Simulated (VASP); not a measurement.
# Cu (P2_1/m) in VASP: notebook, part 2 of 2

VASP 6.6.1. Earlier steps stand in the parts before.

## Step 5: Single point, LDA (atoms displaced along several vibrational modes)

File INCAR:

```
SYSTEM = Cu
PREC     = Accurate       ! precision mode
ENCUT    = 520            ! plane-wave cutoff, eV
EDIFF    = 1E-6           ! SCF threshold, eV
ISMEAR   = 0              ! smearing method
SIGMA    = 0.15           ! smearing width, eV
LREAL    = .FALSE.        ! projectors in reciprocal space
LASPH    = .TRUE.         ! aspherical terms in the spheres
NELM     = 80             ! most SCF steps
ALGO     = Fast           ! electronic algorithm
ISIF     = 2              ! what is computed and relaxed
LWAVE    = .FALSE.        ! write WAVECAR
LCHARG   = .FALSE.        ! write CHGCAR
NBANDS   = 18             ! bands
```

File KPOINTS:

```
regular mesh
0
G
  20 20 12
  0 0 0
```

File POSCAR:

```
Cu
1.0
   -1.4273957350      1.4273957350      1.3410790631
    1.4273957350     -1.4273957350      1.3410790631
    2.8547914700      2.8547914700      0.0000000000
Cu
2
Direct
    0.0506207254     -0.1046816693      0.0000000000
    0.4493792746      0.6046816693      0.5000000000
```

Potentials or basis: VASP PAW LDA potentials, release 64 (Cu).

Started as:

```bash
$ cat potpaw_LDA.64/Cu/POTCAR > POTCAR
$ mpirun -np 1 vasp_std > vasp.out
```

OUTCAR:

```text
SYSTEM = Cu
   PREC = Accurate
   ENCUT = 520
   EDIFF = 1E-6
   ISMEAR = 0
   LREAL = .FALSE.
   LASPH = .TRUE.
   NELM = 80
   ISIF = 2

 ion  position               nearest neighbor table
   1  0.051  0.895  0.000-   2 2.43   2 2.43   2 2.46   2 2.46   2 2.58   2 2.58
   2  0.449  0.605  0.500-   1 2.43   1 2.43   1 2.46   1 2.46   1 2.58   1 2.58

  LATTYP: Found a base centered orthorhombic cell.
 ALAT       =     2.6821581262
 B/A-ratio  =     1.5052374337
 C/A-ratio  =     1.5052374337

  Lattice vectors:

 A1 = (  -1.4273957350,   1.4273957350,   1.3410790631)
 A2 = (   1.4273957350,  -1.4273957350,   1.3410790631)
 A3 = (   2.8547914700,   2.8547914700,   0.0000000000)

Analysis of symmetry for initial positions (statically):
=====================================================================
 Subroutine PRICEL returns:
 Original cell was already a primitive cell.

 Routine SETGRP: Setting up the symmetry group for a
 base centered orthorhombic supercell.

 Subroutine GETGRP returns: Found  4 space group operations
 (whereof  2 operations were pure point group operations)
 out of a pool of  8 trial point group operations.
[... 160 lines left out ...]
  ---------------------------------------------------
  ext. energy  EPLUGINS =         0.00000000
  ---------------------------------------------------
  free energy    TOTEN  =        -9.31763168 eV

  energy without entropy =       -9.31069443  energy(sigma->0) =       -9.31416305

 E-fermi :   8.3529     XC(G=0): -13.5555

 val. band max:        8.3526452329   @ k =   0.2500   0.5000  -0.0833
 cond. band min:       8.3592884586   @ k =   0.5000   0.2500   0.0000
 fundamental gap:      0.0066432257
 Fermi energy:         8.3528925293

 k-point     1 :       0.0000    0.0000    0.0000
  band No.  band energies     occupation
      1      -1.5980      2.00000
      2       2.7818      2.00000
      3       4.5234      2.00000
      4       4.7635      2.00000
      5       5.0997      2.00000
      6       5.4105      2.00000
[... 481 lines left out ...]
      5       5.1909      2.00000
      6       5.2719      2.00000
[... 10 lines left out ...]
     17      32.4286      0.00000
     18      33.0189      0.00000

 [... further k-points ...]
[... 5 lines left out ...]
  --------------------------------------------------------------------------------------
  -------------------------------------------------------------------------------------
  Total        0.7169796      0.7169796     -0.5605259     -0.2976467      0.1876574     -0.1876574
  in kB       52.5513938     52.5513938    -41.0840391    -21.8161679     13.7544486    -13.7544479
  external PRESSURE =      21.3395828 kB  Pullay stress =       0.0000000 kB

 VOLUME and BASIS-vectors are now :
 -----------------------------------------------------------------------------
  energy-cutoff  :      520.00
  volume of cell :       21.86
      direct lattice vectors                 reciprocal lattice vectors
    -1.427395735  1.427395735  1.341079063    -0.175144141  0.175144141  0.372834096
     1.427395735 -1.427395735  1.341079063     0.175144141 -0.175144141  0.372834096
     2.854791470  2.854791470  0.000000000     0.175144141  0.175144141  0.000000000

 POSITION                                       TOTAL-FORCE (eV/Angst)
 -----------------------------------------------------------------------------------
      1.20572     -1.20572      1.26858         0.113489     -0.113489      0.262594
      1.64907      1.20572      1.41358        -0.113489      0.113489     -0.262594
 -----------------------------------------------------------------------------------
    total drift:                               -0.000000     -0.000000      0.000000

  FREE ENERGIE OF THE ION-ELECTRON SYSTEM (eV)
  ---------------------------------------------------
  free  energy   TOTEN  =        -9.3176316754 eV

  energy  without entropy=       -9.3106944333  energy(sigma->0) =       -9.31416305
```

stdout:

```text
POSCAR found type information on POSCAR Cu
 POSCAR found :  1 types and       2 ions
 scaLAPACK will be used
 LDA part: xc-table for (Slater(with rela. corr.)+CA(PZ))
 , standard interpolation
 POSCAR, INCAR and KPOINTS ok, starting setup
 FFT: planning ... GRIDC
 FFT: planning ... GRID_SOFT
 FFT: planning ... GRID
 WAVECAR not read
 entering main loop
WARNING in EDDRMM: call to ZHEGV failed, returncode =   6  3     14
```

Run time: 10 min. Hardware: 1 thread of Intel Xeon 8259CL, shared host; peak memory 0.51 GiB.

What came out:

| Item | Value |
| --- | --- |
| Free energy | -9.3176 eV |
| Pressure | 2.1 GPa |
| Largest force | 0.308 eV/Å |
| Band gap on the k mesh | zero (bands 11 and 12 overlap by 6.18 eV) |

Forces in eV/Å, atoms in the order of the input:
```
Cu   0.113 -0.113  0.263
Cu  -0.113  0.113 -0.263
```

Levels at points of the mesh, in eV from the Fermi level:
| k point | band 8 | band 9 | band 10 | band 11 | band 12 | band 13 | band 14 | band 15 |
| --- | --- | --- | --- | --- | --- | --- | --- | --- |
| (0.00, 0.00, 0.00) | -2.53 | -2.51 | -2.03 | -1.70 | -1.09 | 4.30 | 19.86 | 21.07 |
| (0.50, 0.00, 0.00) | -1.96 | -1.76 | -1.70 | 0.07 | 0.97 | 8.29 | 8.76 | 10.29 |
| (0.00, 0.50, 0.00) | -1.88 | -1.87 | -1.64 | -0.43 | 1.49 | 7.21 | 7.78 | 11.18 |
| (0.50, 0.50, 0.00) | -1.82 | -1.60 | -1.52 | 0.53 | 2.87 | 9.25 | 9.66 | 10.33 |
| (0.00, 0.00, 0.50) | -2.84 | -2.23 | -2.23 | -1.97 | -1.97 | 13.41 | 13.41 | 21.46 |
| (0.50, 0.00, 0.50) | -2.00 | -1.71 | -1.71 | -0.30 | -0.30 | 4.89 | 4.89 | 17.87 |
| (0.00, 0.50, 0.50) | -2.32 | -1.78 | -1.78 | 0.29 | 0.29 | 4.45 | 4.45 | 18.31 |
| (0.50, 0.50, 0.50) | -2.00 | -1.56 | -1.56 | 1.50 | 1.50 | 6.53 | 6.53 | 13.44 |

Caveat: the cell differs from its parent crystal (atoms displaced along several vibrational modes); the stress differs along the axes, from -4 to 5 GPa.

## Step 6: Single point, LDA (atoms displaced along several vibrational modes)

File INCAR:

```
ALGO = Fast
EDIFF = 1E-7
ENCUT = 520
GGA = CA
ISIF = 2
ISMEAR = 0
LASPH = True
LCHARG = False
LREAL = False
LWAVE = False
NBANDS = 18
NELM = 100
PREC = Accurate
SIGMA = 0.15
```

File KPOINTS:

```
k-points
0
Gamma
  20 20 12
```

File POSCAR:

```
Cu
1.0
   -1.4273957350      1.4273957350      1.3410790631
    1.4273957350     -1.4273957350      1.3410790631
    2.8547914700      2.8547914700      0.0000000000
Cu
2
Direct
    0.0112403987     -0.0922945311      0.0000000000
    0.4887596013      0.5922945311      0.5000000000
```

Potentials or basis: VASP PAW LDA potentials, release 64 (Cu).

Started as:

```bash
$ cat potpaw_LDA.64/Cu/POTCAR > POTCAR
$ mpirun -np 1 vasp_std > vasp.out
```

It took 8 min on 1 thread of Intel Xeon 8259CL, shared host; peak memory 0.52 GiB.

It converged, with:

```
Free energy            : -9.2904 eV
Pressure               : 2.3 GPa
Largest force          : 0.584 eV/Å
Band gap on the k mesh : zero (bands 11 and 12 overlap by 6.36 eV)
```

Forces on the atoms (eV/Å):
```
Cu  -0.065  0.065  0.576
Cu   0.065 -0.065 -0.576
```

Stress tensor (GPa, compression positive):
```
 4.35  0.00 -1.43
 0.00  4.35  1.43
-1.43  1.43 -1.70
```

Levels at points of the mesh, in eV from the Fermi level:
```tsv
k point	band 8	band 9	band 10	band 11	band 12	band 13	band 14	band 15
(0.00, 0.00, 0.00)	-2.51	-2.30	-2.12	-1.64	-1.08	4.31	19.49	20.80
(0.50, 0.00, 0.00)	-1.97	-1.75	-1.75	0.45	0.58	9.09	9.52	9.55
(0.00, 0.50, 0.00)	-1.89	-1.86	-1.86	-0.31	1.38	7.46	7.99	11.00
(0.50, 0.50, 0.00)	-1.84	-1.57	-1.53	-0.09	3.53	8.46	8.71	10.50
(0.00, 0.00, 0.50)	-2.80	-2.27	-2.27	-1.97	-1.97	13.41	13.41	21.59
(0.50, 0.00, 0.50)	-1.95	-1.52	-1.52	-0.56	-0.56	5.03	5.03	17.73
(0.00, 0.50, 0.50)	-2.14	-1.71	-1.71	0.15	0.15	4.56	4.56	18.01
(0.50, 0.50, 0.50)	-2.17	-1.55	-1.55	2.11	2.11	5.97	5.97	13.31
```

Caveat: the cell differs from its parent crystal (atoms displaced along several vibrational modes); the stress differs along the axes, from -2 to 4 GPa.

## Step 7: Overview

| cell | further INCAR settings | gap on the mesh (eV) | pressure (GPa) | largest force (eV/Å) |
| --- | --- | --- | --- | --- |
| as given, atomic positions A | ALGO = Fast; EDIFF = 1e-06; NBANDS = 18 | none | 4.0 | 0.72 |
| as given, atomic positions B | ALGO = Fast; EDIFF = 1e-06; NBANDS = 18 | none | 2.6 | 0.40 |
| as given, atomic positions C | ALGO = Fast; EDIFF = 1e-07; NBANDS = 18 | none | 3.4 | 0.51 |
| as given, atomic positions D | ALGO = Fast; EDIFF = 1e-06; NBANDS = 18 | none | 2.1 | 0.31 |
| as given, atomic positions E | ALGO = Fast; EDIFF = 1e-07; NBANDS = 18 | none | 2.3 | 0.58 |

Alike in all rows: task single point; level LDA; potentials or basis VASP PAW LDA potentials, release 64 (Cu); no spin polarisation; k mesh 20 × 20 × 12; cutoff (eV) 520; smearing gaussian 0.15 eV.

Caveats: the cell stands under pressure (at least some runs); the stress differs along the axes, from -4 to 6 GPa (at least some runs); the stress differs along the axes, from -4 to 7 GPa (at least some runs); the stress differs along the axes, from -4 to 5 GPa (at least some runs); the stress differs along the axes, from -2 to 4 GPa (at least some runs).

Absolute energies hang on the potentials; compare differences alone.
